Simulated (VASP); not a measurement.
# Cs (Fd-3m) in VASP: a series of runs

Runs on Cs. Level: PBE. Tasks: single point.

Program: VASP 6.6.1. These are calculated values, not measurements. Logs are shortened: lines on timing, memory, paths and dates and some standing lists are left out, and cuts for length are marked.

### 1 The cell of the first run

Symmetry: Fd-3m, No. 227, cubic system. Conventional cell: a = 8.785 Å, b = 8.785 Å, c = 8.785 Å, α = 90.00°, β = 90.00°, γ = 90.00°. Cs (site symmetry -43m) has 4 Cs at 3.80 Å within 5.0 Å.

This isn't the form of Cs at room conditions, which is bcc.

### 2 Single point, PBE

Input file INCAR:

```
  PREC = Accurate
  ENCUT = 520
  EDIFF = 1E-6
  ISMEAR = -1
  SIGMA = 0.05
  LREAL = F
  LASPH = T
  NELM = 80
  ALGO = Normal
  ISIF = 2
  LWAVE = F
  LCHARG = F
  GGA = PE
  NBANDS = 16
```

Input file KPOINTS:

```
regular mesh
0
Gamma
  7 7 7
```

Input file POSCAR:

```
Cs
1.0
    0.0000000000      4.3926198267      4.3926198267
    4.3926198267      0.0000000000      4.3926198267
    4.3926198267      4.3926198267      0.0000000000
Cs
2
Direct
   -0.1250000000     -0.1250000000     -0.1250000000
    0.1250000000      0.1250000000      0.1250000000
```

Potentials or basis: VASP PAW PBE potentials, release 64 (Cs_sv).

Launch:

```bash
$ cat potpaw_PBE.64/Cs_sv/POTCAR > POTCAR
$ mpirun -np 1 vasp_std > vasp.out
```

OUTCAR:

```text
PREC = Accurate
   ENCUT = 520
   EDIFF = 1E-6
   ISMEAR = -1
   LREAL = F
   LASPH = T
   NELM = 80
   ISIF = 2
   GGA = PE

 ion  position               nearest neighbor table
   1  0.875  0.875  0.875-
   2  0.125  0.125  0.125-

  LATTYP: Found a face centered cubic cell.
 ALAT       =     8.7852396534

  Lattice vectors:

 A1 = (   0.0000000000,   4.3926198267,   4.3926198267)
 A2 = (   4.3926198267,   0.0000000000,   4.3926198267)
 A3 = (   4.3926198267,   4.3926198267,   0.0000000000)

Analysis of symmetry for initial positions (statically):
=====================================================================
 Subroutine PRICEL returns:
 Original cell was already a primitive cell.

 Routine SETGRP: Setting up the symmetry group for a
 face centered cubic supercell.

 Subroutine GETGRP returns: Found 48 space group operations
 (whereof 12 operations were pure point group operations)
 out of a pool of 48 trial point group operations.

The static configuration has the point symmetry D_3d.
 The point group associated with its full space group is O_h .

Analysis of symmetry for dynamics (positions and initial velocities):
=====================================================================
 Subroutine PRICEL returns:
 Original cell was already a primitive cell.

 Routine SETGRP: Setting up the symmetry group for a
 face centered cubic supercell.

 Subroutine GETGRP returns: Found 48 space group operations
 (whereof 12 operations were pure point group operations)
 out of a pool of 48 trial point group operations.

The dynamic configuration has the point symmetry D_3d.
 The point group associated with its full space group is O_h .

 Subroutine INISYM returns: Found 48 space group operations
 (whereof 12 operations are pure point group operations),
 and found     1 'primitive' translations

----------------------------------------------------------------------------------------

                                     Primitive cell

  volume of cell :     169.5122

  direct lattice vectors                    reciprocal lattice vectors
     0.000000000  4.392619827  4.392619827    -0.113827288  0.113827288  0.113827288
     4.392619827  0.000000000  4.392619827     0.113827288 -0.113827288  0.113827288
     4.392619827  4.392619827  0.000000000     0.113827288  0.113827288 -0.113827288

  length of vectors
     6.212102533  6.212102533  6.212102533     0.197154645  0.197154645  0.197154645

  position of ions in fractional coordinates (direct lattice)
     0.875000000  0.875000000  0.875000000
     0.125000000  0.125000000  0.125000000

  ion indices of the primitive-cell ions
   primitive index   ion index
                 1           1
                 2           2

----------------------------------------------------------------------------------------

 KPOINTS: regular mesh

Automatic generation of k-mesh.
 Grid dimensions read from file:
 generate k-points for:    7    7    7

 Generating k-lattice:

  Cartesian coordinates                     Fractional coordinates (reciprocal lattice)
    -0.016261041  0.016261041  0.016261041     0.142857143  0.000000000  0.000000000
     0.016261041 -0.016261041  0.016261041     0.000000000  0.142857143  0.000000000
     0.016261041  0.016261041 -0.016261041     0.000000000  0.000000000  0.142857143

  Length of vectors
     0.028164949  0.028164949  0.028164949

  Shift w.r.t. Gamma in fractional coordinates (k-lattice)
     0.000000000  0.000000000  0.000000000

 Subroutine IBZKPT returns following result:
 ===========================================

 Found     20 irreducible k-points:

 Following reciprocal coordinates:
            Coordinates               Weight
  0.000000  0.000000  0.000000      1.000000
  0.142857  0.000000  0.000000      8.000000
  0.285714  0.000000  0.000000      8.000000
  0.428571  0.000000  0.000000      8.000000
  0.142857  0.142857  0.000000      6.000000
  0.285714  0.142857  0.000000     24.000000
[... 12 lines left out ...]
 -0.428571  0.428571  0.142857     24.000000
 -0.285714  0.428571  0.142857     24.000000
   k-points           NKPTS =     20   k-points in BZ     NKDIM =     20   number of bands    NBANDS=     16
   number of dos      NEDOS =    301   number of ions     NIONS =      2
   total plane-waves  NPLWV = 110592
   dimension x,y,z NGX =    48 NGY =   48 NGZ =   48
   dimension x,y,z NGXF=    96 NGYF=   96 NGZF=   96
   ions per type =               2
   NGX,Y,Z   is equivalent  to a cutoff of  12.85, 12.85, 12.85 a.u.
   NGXF,Y,Z  is equivalent  to a cutoff of  25.69, 25.69, 25.69 a.u.
 SYSTEM =  unknown system
   PREC   = accura    normal or accurate (medium, high low for compatibility)
   ISTART =      0    job   : 0-new  1-cont  2-samecut
   ICHARG =      2    charge: 1-file 2-atom 10-const
   ISPIN  =      1    spin polarized calculation?
   LNONCOLLINEAR =      F non collinear calculations
   LSORBIT =      F    spin-orbit coupling
   LASPH  =      T    aspherical Exc in radial PAW
   ENCUT  =  520.0 eV  38.22 Ry    6.18 a.u.  11.55 11.55 11.55*2*pi/ulx,y,z
   NELM   =     80;   NELMIN=  2; NELMDL= -5     # of ELM steps
   EDIFF  = 0.1E-05   stopping-criterion for ELM
   LREAL  =      F    real-space projection
   EDIFFG = 0.1E-04   stopping-criterion for IOM
   NSW    =      0    number of steps for IOM
   IBRION =     -1    ionic relax: 0-MD 1-quasi-New 2-CG
   NFREE  =      0    steps in history (QN), initial steepest desc. (CG)
   ISIF   =      2    stress and relaxation
   ISYM   =      2    0-nonsym 1-usesym 2-fastsym
   POTIM  = 0.5000    time-step for ionic-motion
   TEBEG  =    0.0;   TEEND  =   0.0 temperature during run
   PSTRESS=    0.0 pullay stress
   NELECT =      18.0000    total number of electrons
   NUPDOWN=      -1.0000    fix difference up-down
   EMIN   =  10.00;   EMAX   =-10.00  energy-range for DOS
   EFERMI =   0.00;   METHOD = LEGACY
   ISMEAR =    -1;   SIGMA  =   0.05  broadening in eV -4-tet -1-fermi 0-gaus
   EFERMI_NEDOS =   21; number of points for ismear=-14 and -15
   IALGO  =     38    algorithm
   IMIX   =      4    mixing-type and parameters
     AMIX     =   0.40;   BMIX     =  1.00
     AMIX_MAG =   1.60;   BMIX_MAG =  1.00
  volume/ion in A,a.u.               =      84.76       571.96
  Fermi-wavevector in a.u.,A,eV,Ry     =   0.775233  1.464977  8.176906  0.600986
  Thomas-Fermi vector in A             =   1.877457
   LORBIT       =      0    0 simple, 1 ext, 2 COOP (PROOUT), +10 PAW based schemes
   GGA     = PE    functional components
[... 5 lines left out ...]
 non-spin polarized calculation
  energy-cutoff  :      520.00
  volume of cell :      169.51
 maximum number of plane-waves:      4597
 NGX is ok and might be reduce to    48
   NGX = 23   NGY = 23   NGZ = 23

 number of electron      17.9999999 magnetization

 Free energy of the ion-electron system (eV)
  ---------------------------------------------------
  ext. energy  EPLUGINS =         0.00000000
  ---------------------------------------------------
  free energy    TOTEN  =        -0.65067548 eV

  energy without entropy =       -0.61852683  energy(sigma->0) =       -0.63460115

 E-fermi :   1.2703     XC(G=0):  -6.2177

 val. band max:        1.2190841149   @ k =  -0.4286   0.4286   0.0000
 cond. band min:       1.2749598666   @ k =   0.4286   0.4286   0.0000
 fundamental gap:      0.0558757516
 Fermi energy:         1.2703157695

 k-point     1 :       0.0000    0.0000    0.0000
  band No.  band energies     occupation
      1     -23.2100      2.00000
      2     -22.9016      2.00000
      3     -10.2390      2.00000
      4     -10.2390      2.00000
      5     -10.2390      2.00000
      6      -9.5615      2.00000
[... 8 lines left out ...]
     15       4.0006      0.00000
     16       4.0006      0.00000

 k-point     2 :       0.1429    0.0000    0.0000
  band No.  band energies     occupation
      1     -23.1990      2.00000
      2     -22.9133      2.00000
      3     -10.2575      2.00000
      4     -10.2575      2.00000
      5     -10.2434      2.00000
      6      -9.5597      2.00000
[... 8 lines left out ...]
     15       3.4513      0.00000
     16       3.9523      0.00000

 k-point     3 :       0.2857    0.0000    0.0000
  band No.  band energies     occupation
      1     -23.1704      2.00000
      2     -22.9436      2.00000
      3     -10.2955      2.00000
      4     -10.2955      2.00000
      5     -10.2555      2.00000
      6      -9.5523      2.00000
[... 8 lines left out ...]
     15       3.4239      0.00000
     16       4.2260      0.00000

 k-point     4 :       0.4286    0.0000    0.0000
  band No.  band energies     occupation
      1     -23.1402      2.00000
      2     -22.9751      2.00000
      3     -10.3231      2.00000
      4     -10.3231      2.00000
      5     -10.2674      2.00000
      6      -9.5431      2.00000
[... 8 lines left out ...]
     15       3.2721      0.00000
     16       4.8201      0.00000
[... 248 lines left out ...]
 k-point    18 :      -0.4286    0.2857    0.1429
  band No.  band energies     occupation
      1     -23.1125      2.00000
      2     -23.0036      2.00000
      3     -10.4193      2.00000
      4     -10.3670      2.00000
      5     -10.0889      2.00000
      6      -9.7217      2.00000
[... 8 lines left out ...]
     15       3.9634      0.00000
     16       4.1143      0.00000

 k-point    19 :      -0.4286    0.4286    0.1429
  band No.  band energies     occupation
      1     -23.0892      2.00000
      2     -23.0274      2.00000
      3     -10.4209      2.00000
      4     -10.4052      2.00000
      5      -9.9912      2.00000
      6      -9.8297      2.00000
[... 8 lines left out ...]
     15       3.7266      0.00000
     16       4.2059      0.00000

 k-point    20 :      -0.2857    0.4286    0.1429
  band No.  band energies     occupation
      1     -23.0797      2.00000
      2     -23.0370      2.00000
      3     -10.4347      2.00000
      4     -10.3994      2.00000
      5      -9.9855      2.00000
      6      -9.8279      2.00000
[... 8 lines left out ...]
     15       3.9378      0.00000
     16       4.0275      0.00000

------------------------ aborting loop because EDIFF is reached ----------------------------------------

  FORCE on cell =-STRESS in cart. coord.  units (eV):
  Direction    XX          YY          ZZ          XY          YZ          ZX
  --------------------------------------------------------------------------------------
  -------------------------------------------------------------------------------------
  Total        1.3920188      1.3920188      1.3920188      0.0000000      0.0000000      0.0000000
  in kB       13.1569382     13.1569382     13.1569382      0.0000000      0.0000000      0.0000000
  external PRESSURE =      13.1569382 kB  Pullay stress =       0.0000000 kB

 VOLUME and BASIS-vectors are now :
 -----------------------------------------------------------------------------
  energy-cutoff  :      520.00
  volume of cell :      169.51
      direct lattice vectors                 reciprocal lattice vectors
     0.000000000  4.392619827  4.392619827    -0.113827288  0.113827288  0.113827288
     4.392619827  0.000000000  4.392619827     0.113827288 -0.113827288  0.113827288
     4.392619827  4.392619827  0.000000000     0.113827288  0.113827288 -0.113827288

 POSITION                                       TOTAL-FORCE (eV/Angst)
 -----------------------------------------------------------------------------------
      7.68708      7.68708      7.68708        -0.000000     -0.000000     -0.000000
      1.09815      1.09815      1.09815         0.000000      0.000000      0.000000
 -----------------------------------------------------------------------------------
    total drift:                                0.000000      0.000000      0.000000

  FREE ENERGIE OF THE ION-ELECTRON SYSTEM (eV)
  ---------------------------------------------------
  free  energy   TOTEN  =        -0.6506754778 eV

  energy  without entropy=       -0.6185268260  energy(sigma->0) =       -0.63460115
```

It took 40 s on 1 thread of Intel Xeon 6975P-C (Granite Rapids), shared host; peak memory 0.3 GiB.

Results:

| Property | Result |
| --- | --- |
| Free energy | -0.6507 eV |
| Pressure | 1.3 GPa |

Caveat: spin-orbit coupling is left out, which moves the levels of the heavy elements.

### 3 Single point, PBE

Input file INCAR:

```
SYSTEM = Cs
PREC = Accurate
ENCUT = 520
EDIFF = 1E-7
ISMEAR = -1
SIGMA = 0.05
LREAL = .FALSE.
LASPH = .TRUE.
NELM = 60
ALGO = Normal
ISIF = 2
LWAVE = .FALSE.
LCHARG = .FALSE.
GGA = PE
NBANDS = 16
```

Input file KPOINTS:

```
regular mesh
0
G
  7 7 7
  0 0 0
```

POSCAR is that of step 2.

Potentials or basis: VASP PAW PBE potentials, release 64 (Cs_sv).

Launch:

```bash
$ cat potpaw_PBE.64/Cs_sv/POTCAR > POTCAR
$ mpirun -np 1 vasp_std > vasp.out
```

It took 42 s on 1 thread of Intel Xeon 6975P-C (Granite Rapids), shared host; peak memory 0.3 GiB.

The run converged. Its results:

| Property | Result |
| --- | --- |
| Free energy | -0.6507 eV |
| Pressure | 1.3 GPa |

Levels at points of the mesh, in eV from the Fermi level:
```csv
k point,band 6,band 7,band 8,band 9,band 10,band 11,band 12,band 13
"(0.00, 0.00, 0.00)",-10.83,-10.83,-10.83,-1.74,1.15,1.15,1.80,1.80
```

Caveat: spin-orbit coupling is left out, which moves the levels of the heavy elements.
